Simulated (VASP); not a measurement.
# V (P6_3/mmc) in VASP: further runs

Runs on V. Level: LDA. Tasks: single point.

Everything below comes from runs of VASP 6.6.1. Logs are shortened: lines on timing, memory, paths and dates and some standing lists are left out, and cuts for length are marked.

## 1. The cell of the first run

It takes space group P6_3/mmc (No. 194, hexagonal). The conventional cell has a = 2.551 Å, b = 2.551 Å, c = 4.627 Å, α = 90.00°, β = 90.00°, γ = 120.00°. Within 3.4 Å of V (site symmetry -6m2) lie 12 V at 2.55 to 2.74 Å.

This isn't the form of V at room conditions, which is bcc.

## 2. Single point, LDA, collinear spin, ferromagnetic start

INCAR

```
SYSTEM = V
ALGO = Fast ; EDIFF = 1E-6
ENCUT = 520 ; ISIF = 2
ISMEAR = -1 ; ISPIN = 2
LASPH = .True. ; LCHARG = .False.
LMAXMIX = 4 ; LORBIT = 11
LREAL = .False. ; LWAVE = .False.
MAGMOM = 2 2 ; NBANDS = 24
NELM = 150 ; PREC = Accurate
SIGMA = 0.05
```

KPOINTS

```
k-points
0
Gamma
  12 12 6
  0 0 0
```

POSCAR

```
V
1.0
    2.5511303260      0.0000000000      0.0000000000
   -1.2755651630      2.2093436706      0.0000000000
    0.0000000000      0.0000000000      4.6269143324
V
2
Direct
    0.3333333333      0.6666666667      0.2500000000
    0.6666666667      0.3333333333      0.7500000000
```

Potentials or basis: VASP PAW LDA potentials, release 64 (V_sv).

Run with:

```sh
cat potpaw_LDA.64/V_sv/POTCAR > POTCAR
mpirun -np 1 vasp_std > vasp.out
```

OUTCAR:

```text
SYSTEM = V
   EDIFF = 1E-6
   ENCUT = 520
   ISIF = 2
   ISMEAR = -1
   ISPIN = 2
   LASPH = .True.
   LORBIT = 11
   LREAL = .False.
   NELM = 150
   PREC = Accurate

 ion  position               nearest neighbor table
   1  0.333  0.667  0.250-   2 2.74   2 2.74   2 2.74   2 2.74   2 2.74   2 2.74
   2  0.667  0.333  0.750-   1 2.74   1 2.74   1 2.74   1 2.74   1 2.74   1 2.74

  LATTYP: Found a hexagonal cell.
 ALAT       =     2.5511303260
 C/A-ratio  =     1.8136722712

  Lattice vectors:

 A1 = (   2.5511303260,   0.0000000000,   0.0000000000)
 A2 = (  -1.2755651630,   2.2093436706,   0.0000000000)
 A3 = (   0.0000000000,   0.0000000000,   4.6269143324)

Analysis of symmetry for initial positions (statically):
=====================================================================
 Subroutine PRICEL returns:
 Original cell was already a primitive cell.

 Routine SETGRP: Setting up the symmetry group for a
 hexagonal supercell.

 Subroutine GETGRP returns: Found 24 space group operations
 (whereof 12 operations were pure point group operations)
 out of a pool of 24 trial point group operations.

The static configuration has the point symmetry D_3d.
 The point group associated with its full space group is D_6h.

Analysis of symmetry for dynamics (positions and initial velocities):
=====================================================================
 Subroutine PRICEL returns:
 Original cell was already a primitive cell.

 Routine SETGRP: Setting up the symmetry group for a
 hexagonal supercell.

 Subroutine GETGRP returns: Found 24 space group operations
 (whereof 12 operations were pure point group operations)
 out of a pool of 24 trial point group operations.

The dynamic configuration has the point symmetry D_3d.
 The point group associated with its full space group is D_6h.

Analysis of structural, dynamic, and magnetic symmetry:
=====================================================================
 Subroutine PRICEL returns:
 Original cell was already a primitive cell.

 Routine SETGRP: Setting up the symmetry group for a
 hexagonal supercell.

 Subroutine GETGRP returns: Found 24 space group operations
 (whereof 12 operations were pure point group operations)
 out of a pool of 24 trial point group operations.

The overall configuration has the point symmetry D_3d.
 The point group associated with its full space group is D_6h.

 Subroutine INISYM returns: Found 24 space group operations
 (whereof 12 operations are pure point group operations),
 and found     1 'primitive' translations

----------------------------------------------------------------------------------------

                                     Primitive cell

  volume of cell :      26.0788

  direct lattice vectors                    reciprocal lattice vectors
     2.551130326  0.000000000  0.000000000     0.391983110  0.226311554  0.000000000
    -1.275565163  2.209343671  0.000000000     0.000000000  0.452623109  0.000000000
     0.000000000  0.000000000  4.626914332     0.000000000  0.000000000  0.216126759

  length of vectors
     2.551130326  2.551130326  4.626914332     0.452623109  0.452623109  0.216126759

  position of ions in fractional coordinates (direct lattice)
     0.333333333  0.666666667  0.250000000
     0.666666667  0.333333333  0.750000000

  ion indices of the primitive-cell ions
   primitive index   ion index
                 1           1
                 2           2

----------------------------------------------------------------------------------------

 KPOINTS: k-points

Automatic generation of k-mesh.
 Grid dimensions read from file:
 generate k-points for:   12   12    6

 Generating k-lattice:

  Cartesian coordinates                     Fractional coordinates (reciprocal lattice)
     0.032665259  0.018859296  0.000000000     0.083333333 -0.000000000  0.000000000
     0.000000000  0.037718592  0.000000000     0.000000000  0.083333333  0.000000000
     0.000000000  0.000000000  0.036021127     0.000000000  0.000000000  0.166666667

  Length of vectors
     0.037718592  0.037718592  0.036021127

  Shift w.r.t. Gamma in fractional coordinates (k-lattice)
     0.000000000  0.000000000  0.000000000

 Subroutine IBZKPT returns following result:
 ===========================================

 Found     76 irreducible k-points:

 Following reciprocal coordinates:
            Coordinates               Weight
  0.000000  0.000000  0.000000      1.000000
  0.083333 -0.000000  0.000000      6.000000
  0.166667  0.000000  0.000000      6.000000
  0.250000  0.000000  0.000000      6.000000
  0.333333  0.000000  0.000000      6.000000
  0.416667 -0.000000  0.000000      6.000000
[... 16 lines left out ...]
  0.250000  0.000000  0.166667     12.000000
  0.333333  0.000000  0.166667     12.000000
 [... further k-points ...]
   k-points           NKPTS =     76   k-points in BZ     NKDIM =     76   number of bands    NBANDS=     24
   number of dos      NEDOS =    301   number of ions     NIONS =      2
   total plane-waves  NPLWV =  14400
   dimension x,y,z NGX =    20 NGY =   20 NGZ =   36
   dimension x,y,z NGXF=    40 NGYF=   40 NGZF=   72
   ions per type =               2
   NGX,Y,Z   is equivalent  to a cutoff of  13.03, 13.03, 12.93 a.u.
   NGXF,Y,Z  is equivalent  to a cutoff of  26.07, 26.07, 25.87 a.u.
 SYSTEM =  V
   PREC   = accura    normal or accurate (medium, high low for compatibility)
   ISTART =      0    job   : 0-new  1-cont  2-samecut
   ICHARG =      2    charge: 1-file 2-atom 10-const
   ISPIN  =      2    spin polarized calculation?
   LNONCOLLINEAR =      F non collinear calculations
   LSORBIT =      F    spin-orbit coupling
   LASPH  =      T    aspherical Exc in radial PAW
   ENCUT  =  520.0 eV  38.22 Ry    6.18 a.u.   4.74  4.74  8.60*2*pi/ulx,y,z
   NELM   =    150;   NELMIN=  2; NELMDL= -5     # of ELM steps
   EDIFF  = 0.1E-05   stopping-criterion for ELM
   LREAL  =      F    real-space projection
   EDIFFG = 0.1E-04   stopping-criterion for IOM
   NSW    =      0    number of steps for IOM
   IBRION =     -1    ionic relax: 0-MD 1-quasi-New 2-CG
   NFREE  =      0    steps in history (QN), initial steepest desc. (CG)
   ISIF   =      2    stress and relaxation
   ISYM   =      2    0-nonsym 1-usesym 2-fastsym
   POTIM  = 0.5000    time-step for ionic-motion
   TEBEG  =    0.0;   TEEND  =   0.0 temperature during run
   PSTRESS=    0.0 pullay stress
   NELECT =      26.0000    total number of electrons
   NUPDOWN=      -1.0000    fix difference up-down
   EMIN   =  10.00;   EMAX   =-10.00  energy-range for DOS
   EFERMI =   0.00;   METHOD = LEGACY
   ISMEAR =    -1;   SIGMA  =   0.05  broadening in eV -4-tet -1-fermi 0-gaus
   EFERMI_NEDOS =   21; number of points for ismear=-14 and -15
   IALGO  =     68    algorithm
   IMIX   =      4    mixing-type and parameters
     AMIX     =   0.40;   BMIX     =  1.00
     AMIX_MAG =   1.60;   BMIX_MAG =  1.00
  volume/ion in A,a.u.               =      13.04        87.99
  Fermi-wavevector in a.u.,A,eV,Ry     =   1.635448  3.090549 36.391382  2.674691
  Thomas-Fermi vector in A             =   2.726919
   LORBIT       =     11    0 simple, 1 ext, 2 COOP (PROOUT), +10 PAW based schemes
   GGA     = CA    functional components
   LHFCALC =     F    Hartree Fock is set to
   AEXX    =    0.0000 exact exchange contribution
   IVDW    =     0    specifies the selected vdW correction
   LEPSILON=     F    determine dielectric tensor
   LRPA    =     F    only Hartree local field effects (RPA)
 spin polarized calculation
 RMM-DIIS sequential band-by-band and
  energy-cutoff  :      520.00
  volume of cell :       26.08
 maximum number of plane-waves:       726
 NGX is ok and might be reduce to    20
   NGX =  9   NGY =  9   NGZ = 17

 number of electron      26.0000003 magnetization       0.0009605

 number of electron      26.0000003 magnetization      -0.0004606

 Free energy of the ion-electron system (eV)
  ---------------------------------------------------
  ext. energy  EPLUGINS =         0.00000000
  ---------------------------------------------------
  free energy    TOTEN  =       -19.36499761 eV

  energy without entropy =      -19.34292980  energy(sigma->0) =      -19.35396371

 E-fermi :  10.2570     XC(G=0): -13.3885

 val. band max:       10.2423093686   @ k =   0.0000   0.0000   0.0000
 cond. band min:      10.2715779922   @ k =   0.3333   0.0000   0.1667
 fundamental gap:      0.0292686236
 Fermi energy:        10.2570038562

 spin component 1

 k-point     1 :       0.0000    0.0000    0.0000
  band No.  band energies     occupation
      1     -52.9631      1.00000
      2     -52.8169      1.00000
      3     -27.5542      1.00000
      4     -26.7513      1.00000
      5     -26.5913      1.00000
      6     -26.5913      1.00000
[... 16 lines left out ...]
     23      28.9248      0.00000
     24      31.2173      0.00000
[... 598 lines left out ...]
      2     -52.6924      1.00000
      3     -27.4282      1.00000
      4     -27.3345      1.00000
      5     -27.1850      1.00000
      6     -26.8139      1.00000
[... 16 lines left out ...]
     23      25.9455      0.00000
     24      28.1301      0.00000

 [... further k-points ...]

 spin component 2

 k-point     1 :       0.0000    0.0000    0.0000
  band No.  band energies     occupation
      1     -52.9633      1.00000
      2     -52.8172      1.00000
      3     -27.5544      1.00000
      4     -26.7515      1.00000
      5     -26.5915      1.00000
      6     -26.5915      1.00000
[... 16 lines left out ...]
     23      28.9247      0.00000
     24      31.2173      0.00000
[... 598 lines left out ...]
      2     -52.6926      1.00000
      3     -27.4284      1.00000
      4     -27.3347      1.00000
      5     -27.1852      1.00000
      6     -26.8141      1.00000
[... 16 lines left out ...]
     23      25.9454      0.00000
     24      28.1295      0.00000

 [... further k-points ...]

------------------------ aborting loop because EDIFF is reached ----------------------------------------

  FORCE on cell =-STRESS in cart. coord.  units (eV):
  Direction    XX          YY          ZZ          XY          YZ          ZX
  --------------------------------------------------------------------------------------
  -------------------------------------------------------------------------------------
  Total       -0.4095528     -0.4095528     -0.1246023      0.0000000     -0.0000000     -0.0000000
  in kB      -25.1613003    -25.1613003     -7.6550739      0.0000000     -0.0000000     -0.0000000
  external PRESSURE =     -19.3258915 kB  Pullay stress =       0.0000000 kB

 VOLUME and BASIS-vectors are now :
 -----------------------------------------------------------------------------
  energy-cutoff  :      520.00
  volume of cell :       26.08
      direct lattice vectors                 reciprocal lattice vectors
     2.551130326  0.000000000  0.000000000     0.391983110  0.226311554  0.000000000
    -1.275565163  2.209343671  0.000000000     0.000000000  0.452623109  0.000000000
     0.000000000  0.000000000  4.626914332     0.000000000  0.000000000  0.216126759

 POSITION                                       TOTAL-FORCE (eV/Angst)
 -----------------------------------------------------------------------------------
     -0.00000      1.47290      1.15673         0.000000     -0.000000      0.000000
      1.27557      0.73645      3.47019        -0.000000      0.000000      0.000000
 -----------------------------------------------------------------------------------
    total drift:                               -0.000000      0.000000     -0.000000

  FREE ENERGIE OF THE ION-ELECTRON SYSTEM (eV)
  ---------------------------------------------------
  free  energy   TOTEN  =       -19.3649976092 eV

  energy  without entropy=      -19.3429298014  energy(sigma->0) =      -19.35396371

 total charge

# of ion       s       p       d       tot
------------------------------------------
    1        2.364   6.225   3.170  11.759
    2        2.364   6.225   3.170  11.759
--------------------------------------------------
tot          4.729  12.450   6.339  23.517

 magnetization (x)

# of ion       s       p       d       tot
------------------------------------------
    1       -0.000  -0.000  -0.000  -0.000
    2       -0.000  -0.000  -0.000  -0.000
--------------------------------------------------
tot         -0.000  -0.000  -0.000  -0.000
```

Wall time 95 s (1 thread of AMD EPYC 9R45 (Zen 5), shared host); peak memory 0.14 GiB.

What came out:

| Item | Value |
| --- | --- |
| Free energy | -19.3650 eV |
| Pressure | -1.9 GPa |
| Band gap on the k mesh | zero (filled and empty bands overlap) |
| Net moment | 0.00 μB per cell |
| Valence electrons inside the program's atomic spheres | V 11.76 |

Stress tensor (GPa, compression positive):
```
-2.52  0.00  0.00
 0.00 -2.52  0.00
 0.00  0.00 -0.77
```

Levels at points of the mesh, in eV from the Fermi level:
Spin up:
```
           k point  band 11  band 12  band 13  band 14  band 15  band 16
(0.00, 0.00, 0.00)    -0.66    -0.01     0.31     0.31     0.66     0.66
(0.50, 0.00, 0.00)    -2.96    -0.43    -0.04     0.34     0.59     3.16
(0.00, 0.00, 0.50)    -1.09    -1.09     0.35     0.35     0.35     0.35
(0.50, 0.00, 0.50)    -1.98    -1.98     1.72     1.72     1.85     1.85
```
Spin down:
```csv
k point,band 10,band 11,band 12,band 13,band 14,band 15,band 16,band 17
"(0.00, 0.00, 0.00)",-3.57,-0.66,-0.01,0.31,0.31,0.66,0.66,1.92
"(0.50, 0.00, 0.00)",-2.99,-2.96,-0.43,-0.04,0.34,0.59,3.16,3.80
"(0.00, 0.00, 0.50)",-5.07,-1.09,-1.09,0.35,0.35,0.35,0.35,2.66
"(0.50, 0.00, 0.50)",-3.48,-1.98,-1.98,1.72,1.72,1.85,1.85,3.87
```

## 3. Single point, LDA, collinear spin, ferromagnetic start

This run uses another cell than the first one, of 13.32 Å³/atom.

INCAR

```
SYSTEM = V
  PREC = Accurate
  ENCUT = 520
  EDIFF = 1E-6
  ISMEAR = -1
  SIGMA = 0.05
  LREAL = .FALSE.
  LASPH = .TRUE.
  NELM = 150
  ALGO = Normal
  ISIF = 2
  LWAVE = .FALSE.
  LCHARG = .TRUE.
  ISPIN = 2
  MAGMOM = 2 2
  LORBIT = 11
  LMAXMIX = 4
  GGA = CA
  LELF = .TRUE.
  LVHAR = .TRUE.
  NBANDS = 24
```

KPOINTS

```
regular mesh
0
G
  12 12 6
  0 0 0
```

POSCAR

```
V
1.0
    2.5690966245      0.0000000000      0.0000000000
   -1.2845483122      2.2249029415      0.0000000000
    0.0000000000      0.0000000000      4.6594993097
V
2
Direct
    0.3333333333      0.6666666667      0.2500000000
    0.6666666667      0.3333333333      0.7500000000
```

Potentials or basis: VASP PAW LDA potentials, release 64 (V_sv).

Run with:

```sh
cat potpaw_LDA.64/V_sv/POTCAR > POTCAR
mpirun -np 1 vasp_std > vasp.out
```

Run time: 1.7 min. Hardware: 1 thread of AMD EPYC 9R45 (Zen 5), shared host; peak memory 0.14 GiB.

It converged, with:

| Quantity | Value |
| --- | --- |
| Free energy | -19.3517 eV |
| Pressure | -5.8 GPa |
| Band gap on the k mesh | zero (filled and empty bands overlap) |
| Net moment | 0.00 μB per cell |
| Valence electrons inside the program's atomic spheres | V 11.72 |

Stress tensor (GPa, compression positive):
```
-6.41  0.00  0.00
 0.00 -6.41  0.00
 0.00  0.00 -4.70
```

Levels at points of the mesh, in eV from the Fermi level:
Spin up:
```csv
k point,band 11,band 12,band 13,band 14,band 15,band 16
"(0.00, 0.00, 0.00)",-0.63,-0.05,0.32,0.32,0.65,0.65
"(0.50, 0.00, 0.00)",-2.87,-0.41,-0.06,0.33,0.59,3.08
"(0.00, 0.00, 0.50)",-1.06,-1.06,0.35,0.35,0.35,0.35
"(0.50, 0.00, 0.50)",-1.92,-1.92,1.68,1.68,1.79,1.79
```
Spin down:
| k point | band 9 | band 10 | band 11 | band 12 | band 13 | band 14 | band 15 | band 16 | band 17 | band 18 |
| --- | --- | --- | --- | --- | --- | --- | --- | --- | --- | --- |
| (0.00, 0.00, 0.00) | -6.87 | -3.51 | -0.63 | -0.05 | 0.32 | 0.32 | 0.65 | 0.65 | 1.88 | 1.88 |
| (0.50, 0.00, 0.00) | -3.09 | -2.94 | -2.87 | -0.41 | -0.06 | 0.33 | 0.59 | 3.08 | 3.70 | 3.82 |
| (0.00, 0.00, 0.50) | -5.05 | -5.05 | -1.06 | -1.06 | 0.35 | 0.35 | 0.35 | 0.35 | 2.59 | 2.59 |
| (0.50, 0.00, 0.50) | -3.40 | -3.40 | -1.92 | -1.92 | 1.68 | 1.68 | 1.79 | 1.79 | 3.77 | 3.77 |

Caveat: the cell stands under tension.

## 4. Single point, LDA, collinear spin, ferromagnetic start

This run uses another cell than the first one, of 13.59 Å³/atom.

INCAR

```
SYSTEM = V
ALGO     = Normal         ! electronic algorithm
EDIFF    = 1E-6           ! SCF threshold, eV
ENCUT    = 520            ! plane-wave cutoff, eV
ISIF     = 2              ! what is computed and relaxed
ISMEAR   = -1             ! smearing method
ISPIN    = 2              ! spin polarisation
LASPH    = .True.         ! aspherical terms in the spheres
LCHARG   = .True.         ! write CHGCAR
LELF     = .True.         ! ELF
LMAXMIX  = 4              ! l up to which the mixer works
LORBIT   = 11             ! projections on sites
LREAL    = .False.        ! projectors in reciprocal space
LVHAR    = .True.       
LWAVE    = .False.        ! write WAVECAR
MAGMOM   = 2 2            ! initial moments
NBANDS   = 24             ! bands
NELM     = 150            ! most SCF steps
PREC     = Accurate       ! precision mode
SIGMA    = 0.05           ! smearing width, eV
```

KPOINTS

```
k-points
0
Gamma
  12 12 6
  0 0 0
```

POSCAR

```
V
1.0
    2.5868150921      0.0000000000      0.0000000000
   -1.2934075460      2.2402475846      0.0000000000
    0.0000000000      0.0000000000      4.6916348032
V
2
Direct
    0.3333333333      0.6666666667      0.2500000000
    0.6666666667      0.3333333333      0.7500000000
```

Run with:

```sh
cat potpaw_LDA.64/V_sv/POTCAR > POTCAR
mpirun -np 1 vasp_std > vasp.out
```

It took 94 s on 1 thread of AMD EPYC 9R45 (Zen 5), shared host; peak memory 0.14 GiB.

It converged, with:

- Free energy: -19.3255 eV
- Pressure: -9.4 GPa
- Band gap on the k mesh: zero (filled and empty bands overlap)
- Net moment: 0.00 μB per cell
- Valence electrons inside the program's atomic spheres: V 11.69

Stress tensor (GPa, compression positive):
```
-9.92  0.00  0.00
 0.00 -9.92  0.00
 0.00  0.00 -8.22
```

Levels at points of the mesh, in eV from the Fermi level:
Spin up:
```csv
k point,band 11,band 12,band 13,band 14,band 15,band 16
"(0.00, 0.00, 0.00)",-0.61,-0.09,0.32,0.32,0.64,0.64
"(0.50, 0.00, 0.00)",-2.79,-0.40,-0.09,0.32,0.58,3.00
"(0.00, 0.00, 0.50)",-1.03,-1.03,0.35,0.35,0.35,0.35
"(0.50, 0.00, 0.50)",-1.86,-1.86,1.65,1.65,1.73,1.73
```
Spin down:
| k point | band 11 | band 12 | band 13 | band 14 | band 15 | band 16 |
| --- | --- | --- | --- | --- | --- | --- |
| (0.00, 0.00, 0.00) | -0.61 | -0.09 | 0.32 | 0.32 | 0.64 | 0.64 |
| (0.50, 0.00, 0.00) | -2.79 | -0.40 | -0.09 | 0.32 | 0.58 | 3.00 |
| (0.00, 0.00, 0.50) | -1.03 | -1.03 | 0.35 | 0.35 | 0.35 | 0.35 |
| (0.50, 0.00, 0.50) | -1.86 | -1.86 | 1.65 | 1.65 | 1.73 | 1.73 |

Caveat: the cell stands under tension.

## 5. Summary

| cell | gap on the mesh (eV) | pressure (GPa) | moment (μB) |
| --- | --- | --- | --- |
| a = 2.551, b = 2.551, c = 4.627 Å, angles 90.0, 90.0, 120.0°, 2 atoms | none | -1.9 | 0.00 |
| a = 2.569, b = 2.569, c = 4.659 Å, angles 90.0, 90.0, 120.0°, 2 atoms | none | -5.8 | 0.00 |
| a = 2.587, b = 2.587, c = 4.692 Å, angles 90.0, 90.0, 120.0°, 2 atoms | none | -9.4 | 0.00 |

Alike in all rows: task single point; level LDA; potentials or basis VASP PAW LDA potentials, release 64 (V_sv); spin collinear, ferromagnetic start; k mesh 12 × 12 × 6; cutoff (eV) 520; smearing fermi-dirac 0.05 eV.

Caveats: the cell stands under tension (at least some runs).

Absolute energies hang on the potentials; compare differences alone.
